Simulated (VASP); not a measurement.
Be: single point with PBEsol

The system is Be.

```
CELL_PARAMETERS angstrom
0.00000 2.21399 2.21399
2.21399 0.00000 2.21399
2.21399 2.21399 0.00000
ATOMIC_POSITIONS crystal
Be 0.87500 0.87500 0.87500
Be 0.12500 0.12500 0.12500
```

This cell differs from its parent crystal: volume scaled by 0.75.

| Property | Result |
| --- | --- |
| Program | VASP 6.6.1 |
| Task | single point |
| Functional | PBEsol |
| Potentials or basis | VASP PAW PBE potentials, release 64 (Be) |
| Cutoff | 600 eV |
| k mesh | 15 × 15 × 15 |
| Occupations | fermi-dirac, width 0.05 eV |
| Spin | no spin polarisation |

```
Pressure               : 21.4 GPa
Band gap on the k mesh : zero (band 2 reaches 9.48 eV, above the bottom of band 3 at 1.66 eV)
```

Levels at points of the mesh, in eV from the Fermi level:
```csv
k point,band 1,band 2,band 3,band 4,band 5
"(0.00, 0.00, 0.00)",-8.62,5.92,5.92,5.92,8.72
```

Wall time 13 s on 1 thread of Intel(R) Xeon(R) 6975P-C (Granite Rapids) (shared host), peak memory 0.16 GiB.

Caveat: the PAW data sets were made with another functional, which shifts forces and pressure a little.
